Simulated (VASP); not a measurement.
# SiNi3 (Pm-3m) in VASP: notebook

SiNi3 is run at these levels: PBE; tasks: single point.

Everything below comes from runs of VASP 6.6.1. Logs are shortened: lines on timing, memory, paths and dates and some standing lists are left out, and cuts for length are marked.

## 1. The cell of the first run

The structure is cubic, space group Pm-3m (No. 221). Conventional cell: a = 3.542 Å, b = 3.542 Å, c = 3.542 Å, α = 90.00°, β = 90.00°, γ = 90.00°. Ni (site symmetry 4/mmm) has 8 Ni at 2.50 Å and 4 Si at 2.50 Å within 3.3 Å. Within 3.3 Å of Si (site symmetry m-3m) lie 12 Ni at 2.50 Å.

## 2. Single point, PBE, collinear spin, ferromagnetic start

The input, INCAR:

```
  ALGO = Normal
  EDIFF = 1E-6
  ENCUT = 690
  GGA = PE
  GGA_COMPAT = False
  ISIF = 2
  ISMEAR = -1
  ISPIN = 2
  LASPH = True
  LCHARG = False
  LMAXMIX = 4
  LORBIT = 11
  LREAL = False
  LWAVE = False
  MAGMOM = 1 1 1 0
  NBANDS = 41
  NELM = 200
  NUPDOWN = 3.0
  PREC = Accurate
  SIGMA = 0.05
```

The input, KPOINTS:

```
k-points
0
Gamma
  6 6 6
```

The input, POSCAR:

```
SiNi3
1.0
    3.5420000000      0.0000000000      0.0000000000
    0.0000000000      3.5420000000      0.0000000000
    0.0000000000      0.0000000000      3.5420000000
Ni Si
3 1
Direct
    0.5000000000      0.5000000000      0.0000000000
    0.5000000000      0.0000000000      0.5000000000
    0.0000000000      0.5000000000      0.5000000000
    0.0000000000      0.0000000000      0.0000000000
```

Potentials or basis: VASP PAW PBE potentials, release 64 (Ni_sv_GW, Si).

The run is started by

```
> cat potpaw_PBE.64/Ni_sv_GW/POTCAR potpaw_PBE.64/Si/POTCAR > POTCAR
> mpirun -np 1 vasp_std > vasp.out
```

OUTCAR:

```text
EDIFF = 1E-6
   ENCUT = 690
   GGA = PE
   ISIF = 2
   ISMEAR = -1
   ISPIN = 2
   LASPH = True
   LORBIT = 11
   LREAL = False
   NELM = 200
   NUPDOWN = 3.0
   PREC = Accurate

 ion  position               nearest neighbor table
   1  0.500  0.500  0.000-   2 2.50   3 2.50   4 2.50   2 2.50   3 2.50   2 2.50   4 2.50   2 2.50
                             3 2.50   4 2.50   3 2.50   4 2.50
   2  0.500  0.000  0.500-   1 2.50   3 2.50   4 2.50   1 2.50   4 2.50   1 2.50   3 2.50   1 2.50
                             3 2.50   4 2.50   4 2.50   3 2.50
   3  0.000  0.500  0.500-   1 2.50   2 2.50   4 2.50   1 2.50   4 2.50   2 2.50   4 2.50   4 2.50
                             1 2.50   2 2.50   1 2.50   2 2.50
   4  0.000  0.000  0.000-   1 2.50   2 2.50   3 2.50   2 2.50   3 2.50   1 2.50   3 2.50   3 2.50
                             1 2.50   2 2.50   2 2.50   1 2.50

  LATTYP: Found a simple cubic cell.
 ALAT       =     3.5420000000

  Lattice vectors:

 A1 = (   3.5420000000,   0.0000000000,   0.0000000000)
 A2 = (   0.0000000000,   3.5420000000,   0.0000000000)
 A3 = (   0.0000000000,   0.0000000000,   3.5420000000)

Analysis of symmetry for initial positions (statically):
=====================================================================
 Subroutine PRICEL returns:
 Original cell was already a primitive cell.

 Routine SETGRP: Setting up the symmetry group for a
 simple cubic supercell.

 Subroutine GETGRP returns: Found 48 space group operations
 (whereof 48 operations were pure point group operations)
 out of a pool of 48 trial point group operations.

The static configuration has the point symmetry O_h .

Analysis of symmetry for dynamics (positions and initial velocities):
=====================================================================
 Subroutine PRICEL returns:
 Original cell was already a primitive cell.

 Routine SETGRP: Setting up the symmetry group for a
 simple cubic supercell.

 Subroutine GETGRP returns: Found 48 space group operations
 (whereof 48 operations were pure point group operations)
 out of a pool of 48 trial point group operations.

The dynamic configuration has the point symmetry O_h .

Analysis of structural, dynamic, and magnetic symmetry:
=====================================================================
 Subroutine PRICEL returns:
 Original cell was already a primitive cell.

 Routine SETGRP: Setting up the symmetry group for a
 simple cubic supercell.

 Subroutine GETGRP returns: Found 48 space group operations
 (whereof 48 operations were pure point group operations)
 out of a pool of 48 trial point group operations.

The overall configuration has the point symmetry O_h .

 Subroutine INISYM returns: Found 48 space group operations
 (whereof 48 operations are pure point group operations),
 and found     1 'primitive' translations

----------------------------------------------------------------------------------------

                                     Primitive cell

  volume of cell :      44.4371

  direct lattice vectors                    reciprocal lattice vectors
     3.542000000  0.000000000  0.000000000     0.282326369  0.000000000  0.000000000
     0.000000000  3.542000000  0.000000000     0.000000000  0.282326369  0.000000000
     0.000000000  0.000000000  3.542000000     0.000000000  0.000000000  0.282326369

  length of vectors
     3.542000000  3.542000000  3.542000000     0.282326369  0.282326369  0.282326369

  position of ions in fractional coordinates (direct lattice)
     0.500000000  0.500000000  0.000000000
     0.500000000  0.000000000  0.500000000
     0.000000000  0.500000000  0.500000000
     0.000000000  0.000000000  0.000000000

  ion indices of the primitive-cell ions
   primitive index   ion index
                 1           1
                 2           2
                 3           3
                 4           4

----------------------------------------------------------------------------------------

 KPOINTS: k-points

Automatic generation of k-mesh.
 Grid dimensions read from file:
 generate k-points for:    6    6    6

 Generating k-lattice:

  Cartesian coordinates                     Fractional coordinates (reciprocal lattice)
     0.047054395  0.000000000  0.000000000     0.166666667  0.000000000  0.000000000
     0.000000000  0.047054395  0.000000000     0.000000000  0.166666667  0.000000000
     0.000000000  0.000000000  0.047054395     0.000000000  0.000000000  0.166666667

  Length of vectors
     0.047054395  0.047054395  0.047054395

  Shift w.r.t. Gamma in fractional coordinates (k-lattice)
     0.000000000  0.000000000  0.000000000

 Subroutine IBZKPT returns following result:
 ===========================================

 Found     20 irreducible k-points:

 Following reciprocal coordinates:
            Coordinates               Weight
  0.000000  0.000000  0.000000      1.000000
  0.166667  0.000000  0.000000      6.000000
  0.333333  0.000000  0.000000      6.000000
  0.500000  0.000000  0.000000      3.000000
  0.166667  0.166667  0.000000     12.000000
  0.333333  0.166667  0.000000     24.000000
[... 12 lines left out ...]
  0.500000  0.500000  0.333333      6.000000
  0.500000  0.500000  0.500000      1.000000
   k-points           NKPTS =     20   k-points in BZ     NKDIM =     20   number of bands    NBANDS=     41
   number of dos      NEDOS =    301   number of ions     NIONS =      4
   total plane-waves  NPLWV =  27000
   dimension x,y,z NGX =    30 NGY =   30 NGZ =   30
   dimension x,y,z NGXF=    60 NGYF=   60 NGZF=   60
   ions per type =               3   1
   NGX,Y,Z   is equivalent  to a cutoff of  14.08, 14.08, 14.08 a.u.
   NGXF,Y,Z  is equivalent  to a cutoff of  28.16, 28.16, 28.16 a.u.
 SYSTEM =  unknown system
   PREC   = accura    normal or accurate (medium, high low for compatibility)
   ISTART =      0    job   : 0-new  1-cont  2-samecut
   ICHARG =      2    charge: 1-file 2-atom 10-const
   ISPIN  =      2    spin polarized calculation?
   LNONCOLLINEAR =      F non collinear calculations
   LSORBIT =      F    spin-orbit coupling
   LASPH  =      T    aspherical Exc in radial PAW
   ENCUT  =  690.0 eV  50.71 Ry    7.12 a.u.   7.59  7.59  7.59*2*pi/ulx,y,z
   NELM   =    200;   NELMIN=  2; NELMDL= -5     # of ELM steps
   EDIFF  = 0.1E-05   stopping-criterion for ELM
   LREAL  =      F    real-space projection
[... 7 lines left out ...]
   TEBEG  =    0.0;   TEEND  =   0.0 temperature during run
   PSTRESS=    0.0 pullay stress
   NELECT =      58.0000    total number of electrons
   NUPDOWN=       3.0000    fix difference up-down
   EMIN   =  10.00;   EMAX   =-10.00  energy-range for DOS
   EFERMI =   0.00;   METHOD = LEGACY
   ISMEAR =    -1;   SIGMA  =   0.05  broadening in eV -4-tet -1-fermi 0-gaus
   EFERMI_NEDOS =   21; number of points for ismear=-14 and -15
   IALGO  =     38    algorithm
   IMIX   =      4    mixing-type and parameters
     AMIX     =   0.40;   BMIX     =  1.00
     AMIX_MAG =   1.60;   BMIX_MAG =  1.00
  volume/ion in A,a.u.               =      11.11        74.97
  Fermi-wavevector in a.u.,A,eV,Ry     =   1.789104  3.380916 43.550799  3.200893
  Thomas-Fermi vector in A             =   2.852146
   LORBIT       =     11    0 simple, 1 ext, 2 COOP (PROOUT), +10 PAW based schemes
   GGA     = PE    functional components
   LHFCALC =     F    Hartree Fock is set to
   AEXX    =    0.0000 exact exchange contribution
   IVDW    =     0    specifies the selected vdW correction
   LEPSILON=     F    determine dielectric tensor
   LRPA    =     F    only Hartree local field effects (RPA)
 spin polarized calculation
  energy-cutoff  :      690.00
  volume of cell :       44.44
 maximum number of plane-waves:      1856
   NGX = 15   NGY = 15   NGZ = 15

 number of electron      57.9999920 magnetization       2.9999996

 Free energy of the ion-electron system (eV)
  ---------------------------------------------------
  ext. energy  EPLUGINS =         0.00000000
  ---------------------------------------------------
  free energy    TOTEN  =       -25.35528356 eV

  energy without entropy =      -25.32172556  energy(sigma->0) =      -25.33850456

 E-fermi :   8.6068     XC(G=0): -13.4003

 val. band max:       10.2385686475   @ k =   0.3333   0.3333   0.1667
 cond. band min:       8.6153833691   @ k =   0.3333   0.1667   0.0000
 fundamental gap:     -1.6231852784
 Fermi energy:        10.2758205163

 spin component 1

 k-point     1 :       0.0000    0.0000    0.0000
  band No.  band energies     occupation
      1     -94.9211      1.00000
      2     -94.8912      1.00000
      3     -94.8912      1.00000
      4     -55.3499      1.00000
      5     -55.3499      1.00000
      6     -55.3499      1.00000
[... 869 lines left out ...]
     40      25.6383      0.00000
     41      29.9871      0.00000
 Fermi energy:         8.6068427726

 spin component 2

 k-point     1 :       0.0000    0.0000    0.0000
  band No.  band energies     occupation
      1     -93.8311      1.00000
      2     -93.8001      1.00000
      3     -93.8001      1.00000
      4     -54.2987      1.00000
      5     -54.2987      1.00000
      6     -54.2987      1.00000
[... 869 lines left out ...]
     40      25.8840      0.00000
     41      30.2578      0.00000

------------------------ aborting loop because EDIFF is reached ----------------------------------------

  FORCE on cell =-STRESS in cart. coord.  units (eV):
  Direction    XX          YY          ZZ          XY          YZ          ZX
  --------------------------------------------------------------------------------------
  -------------------------------------------------------------------------------------
  Total        0.2661957      0.2661957      0.2661957     -0.0000000      0.0000000     -0.0000000
  in kB        9.5976731      9.5976731      9.5976731     -0.0000000      0.0000000     -0.0000000
  external PRESSURE =       9.5976731 kB  Pullay stress =       0.0000000 kB

 VOLUME and BASIS-vectors are now :
 -----------------------------------------------------------------------------
  energy-cutoff  :      690.00
  volume of cell :       44.44
      direct lattice vectors                 reciprocal lattice vectors
     3.542000000  0.000000000  0.000000000     0.282326369  0.000000000  0.000000000
     0.000000000  3.542000000  0.000000000     0.000000000  0.282326369  0.000000000
     0.000000000  0.000000000  3.542000000     0.000000000  0.000000000  0.282326369

 POSITION                                       TOTAL-FORCE (eV/Angst)
 -----------------------------------------------------------------------------------
      1.77100      1.77100      0.00000         0.000000      0.000000      0.000000
      1.77100      0.00000      1.77100         0.000000      0.000000      0.000000
      0.00000      1.77100      1.77100         0.000000      0.000000      0.000000
      0.00000      0.00000      0.00000         0.000000      0.000000      0.000000
 -----------------------------------------------------------------------------------
    total drift:                                0.000000      0.000000     -0.000000

  FREE ENERGIE OF THE ION-ELECTRON SYSTEM (eV)
  ---------------------------------------------------
  free  energy   TOTEN  =       -25.3552835588 eV

  energy  without entropy=      -25.3217255562  energy(sigma->0) =      -25.33850456

 total charge

# of ion       s       p       d       f       tot
--------------------------------------------------
    1        2.231   6.335   7.801   0.004  16.372
    2        2.231   6.335   7.801   0.004  16.372
    3        2.231   6.335   7.801   0.004  16.372
    4        0.713   0.861   0.000   0.000   1.574
--------------------------------------------------
tot          7.406  19.865  23.404   0.013  50.688

 magnetization (x)

# of ion       s       p       d       f       tot
--------------------------------------------------
    1        0.007   0.027   0.874   0.000   0.909
    2        0.007   0.027   0.874   0.000   0.909
    3        0.007   0.027   0.874   0.000   0.909
    4        0.025   0.101   0.000   0.000   0.126
--------------------------------------------------
tot          0.047   0.181   2.623   0.001   2.852
```

Run time: 66 s. Hardware: 1 thread of Intel Xeon 6975P-C (Granite Rapids), shared host; peak memory 0.24 GiB.

Results:

```
Free energy                                           : -25.3553 eV
Pressure                                              : 1.0 GPa
Net moment                                            : 3.00 μB per cell
Site moments                                          : Ni +0.91; Si +0.13 μB
Valence electrons inside the program's atomic spheres : Ni 16.37; Si 1.57
```

Caveat: the total moment is fixed, so each spin has its own Fermi level and the state may be an excited one.

## 3. Single point, PBE, collinear spin, ferromagnetic start

The input, INCAR:

```
SYSTEM = SiNi3
  PREC = Accurate
  ENCUT = 690
  EDIFF = 1E-6
  ISMEAR = -1
  SIGMA = 0.05
  LREAL = .FALSE.
  LASPH = .TRUE.
  NELM = 200
  ALGO = Normal
  ISIF = 2
  LWAVE = .FALSE.
  LCHARG = .FALSE.
  ISPIN = 2
  MAGMOM = 0.733333 0.733333 0.733333 0
  LORBIT = 11
  NUPDOWN = 2.2
  LMAXMIX = 4
  GGA = PE
  NBANDS = 41
  GGA_COMPAT = .FALSE.
```

The input, KPOINTS:

```
regular mesh
0
G
  6 6 6
  0 0 0
```

POSCAR is that of step 2.

Potentials or basis: VASP PAW PBE potentials, release 64 (Ni_sv_GW, Si).

The run is started by

```
> cat potpaw_PBE.64/Ni_sv_GW/POTCAR potpaw_PBE.64/Si/POTCAR > POTCAR
> mpirun -np 1 vasp_std > vasp.out
```

It took 95 s on 1 thread of Intel Xeon Platinum 8488C (Sapphire Rapids), shared host; peak memory 0.25 GiB.

The run converged. Its results:

```
Free energy                                           : -25.9100 eV
Pressure                                              : -2.3 GPa
Net moment                                            : 2.20 μB per cell
Site moments                                          : Ni +0.71; Si +0.06 μB
Valence electrons inside the program's atomic spheres : Ni 16.38; Si 1.56
```

Caveat: the total moment is fixed, so each spin has its own Fermi level and the state may be an excited one.

## 4. Single point, PBE, collinear spin, zero start

The input, INCAR:

```
SYSTEM = SiNi3
PREC     = Accurate       ! precision mode
ENCUT    = 690            ! plane-wave cutoff, eV
EDIFF    = 1E-6           ! SCF threshold, eV
ISMEAR   = -1             ! smearing method
SIGMA    = 0.05           ! smearing width, eV
LREAL    = .False.        ! projectors in reciprocal space
LASPH    = .True.         ! aspherical terms in the spheres
NELM     = 200            ! most SCF steps
ALGO     = Normal         ! electronic algorithm
ISIF     = 2              ! what is computed and relaxed
LWAVE    = .False.        ! write WAVECAR
LCHARG   = .False.        ! write CHGCAR
ISPIN    = 2              ! spin polarisation
MAGMOM   = 0 0 0 0        ! initial moments
LORBIT   = 11             ! projections on sites
NUPDOWN  = 0.0            ! fixed moment
LMAXMIX  = 4              ! l up to which the mixer works
GGA      = PE             ! functional
NBANDS   = 41             ! bands
GGA_COMPAT= .False.
```

The input, KPOINTS:

```
Automatic mesh
0
Gamma
  6 6 6
  0 0 0
```

POSCAR is that of step 3.

The run is started by

```
> cat potpaw_PBE.64/Ni_sv_GW/POTCAR potpaw_PBE.64/Si/POTCAR > POTCAR
> mpirun -np 1 vasp_std > vasp.out
```

It took 64 s on 1 thread of Intel Xeon 6975P-C (Granite Rapids), shared host; peak memory 0.25 GiB.

It converged, with:

```yaml
Free_energy: -26.5005 eV
Pressure: -7.0 GPa
Net_moment: 0.00 μB per cell
Valence_electrons_inside_the_program's_atomic_spheres: Ni 16.40; Si 1.53
```

Caveat: the cell stands under tension; the total moment is fixed, so each spin has its own Fermi level.

## 5. Single point, PBE, collinear spin, ferrimagnetic start

The input, INCAR:

```
SYSTEM = SiNi3
PREC = Accurate
ENCUT = 690
EDIFF = 1E-6
ISMEAR = -1
SIGMA = 0.05
LREAL = .FALSE.
LASPH = .TRUE.
NELM = 200
ALGO = Normal
ISIF = 2
LWAVE = .FALSE.
LCHARG = .FALSE.
ISPIN = 2
MAGMOM = 1 -1 1 0
LORBIT = 11
LMAXMIX = 4
GGA = PE
NBANDS = 41
GGA_COMPAT = .FALSE.
```

The input, KPOINTS:

```
regular mesh
0
G
  8 8 8
  0 0 0
```

POSCAR is that of step 4.

The run is started by

```
> cat potpaw_PBE.64/Ni_sv_GW/POTCAR potpaw_PBE.64/Si/POTCAR > POTCAR
> mpirun -np 1 vasp_std > vasp.out
```

Wall time 3.8 min (1 thread of Intel Xeon 6975P-C (Granite Rapids), shared host); peak memory 0.43 GiB.

It converged, with:

- Free energy: -26.5010 eV
- Pressure: -6.9 GPa
- Band gap on the k mesh: zero (filled and empty bands overlap)
- Net moment: 0.00 μB per cell
- Valence electrons inside the program's atomic spheres: Ni 16.40; Si 1.53

Levels at points of the mesh, in eV from the Fermi level:
Spin up:
| k point | band 25 | band 26 | band 27 | band 28 | band 29 | band 30 | band 31 | band 32 | band 33 | band 34 |
| --- | --- | --- | --- | --- | --- | --- | --- | --- | --- | --- |
| (0.00, 0.00, 0.00) | -0.91 | -0.60 | -0.60 | -0.28 | 0.03 | 0.03 | 0.03 | 4.51 | 6.15 | 6.15 |
| (0.50, 0.00, 0.00) | -1.27 | -1.25 | -1.10 | -0.54 | 0.03 | 3.47 | 3.47 | 4.89 | 5.14 | 5.14 |
| (0.00, 0.50, 0.00) | -1.27 | -1.25 | -1.10 | -0.54 | 0.03 | 3.47 | 3.47 | 4.89 | 5.14 | 5.14 |
| (0.50, 0.50, 0.00) | -1.39 | -1.39 | -1.06 | -0.98 | -0.92 | 0.62 | 0.62 | 5.39 | 6.13 | 7.51 |
| (0.50, 0.00, 0.50) | -1.39 | -1.39 | -1.06 | -0.98 | -0.92 | 0.62 | 0.62 | 5.39 | 6.13 | 7.51 |
| (0.50, 0.50, 0.50) | -1.39 | -1.19 | -1.19 | -0.43 | -0.20 | -0.20 | -0.20 | 1.08 | 3.85 | 3.85 |
Spin down:
```csv
k point,band 27,band 28,band 29,band 30,band 31,band 32
"(0.00, 0.00, 0.00)",-0.60,-0.28,0.03,0.03,0.03,4.51
"(0.50, 0.00, 0.00)",-1.10,-0.54,0.03,3.47,3.47,4.89
"(0.00, 0.50, 0.00)",-1.10,-0.54,0.03,3.47,3.47,4.89
"(0.50, 0.50, 0.00)",-1.06,-0.98,-0.92,0.62,0.62,5.39
"(0.50, 0.00, 0.50)",-1.06,-0.98,-0.92,0.62,0.62,5.39
"(0.50, 0.50, 0.50)",-1.19,-0.43,-0.20,-0.20,-0.20,1.08
```

Caveat: the cell stands under tension; the moments typed at the start vanished in this run.

## 6. Summary

| spin | fixed moment (μB) | k mesh | pressure (GPa) | moment (μB) |
| --- | --- | --- | --- | --- |
| collinear, ferromagnetic start | 3.0 | 6 × 6 × 6 | 1.0 | 3.00 |
| collinear, ferromagnetic start | 2.2 | 6 × 6 × 6 | -2.3 | 2.20 |
| collinear, zero start | 0.0 | 6 × 6 × 6 | -7.0 | 0.00 |
| collinear, ferrimagnetic start | - | 8 × 8 × 8 | -6.9 | 0.00 |

Alike in all rows: task single point; level PBE; potentials or basis VASP PAW PBE potentials, release 64 (Ni_sv_GW, Si); cell as given; cutoff (eV) 690; smearing fermi-dirac 0.05 eV.

Caveats: the total moment is fixed, so each spin has its own Fermi level and the state may be an excited one (at least some runs); the cell stands under tension (at least some runs); the total moment is fixed, so each spin has its own Fermi level (at least some runs); the moments typed at the start vanished in this run (at least some runs).

Total energies depend on the potentials used, so only differences within one code and one set of settings carry meaning.

The gap in the log of VASP goes by the Fermi energy; the results here count the filled bands.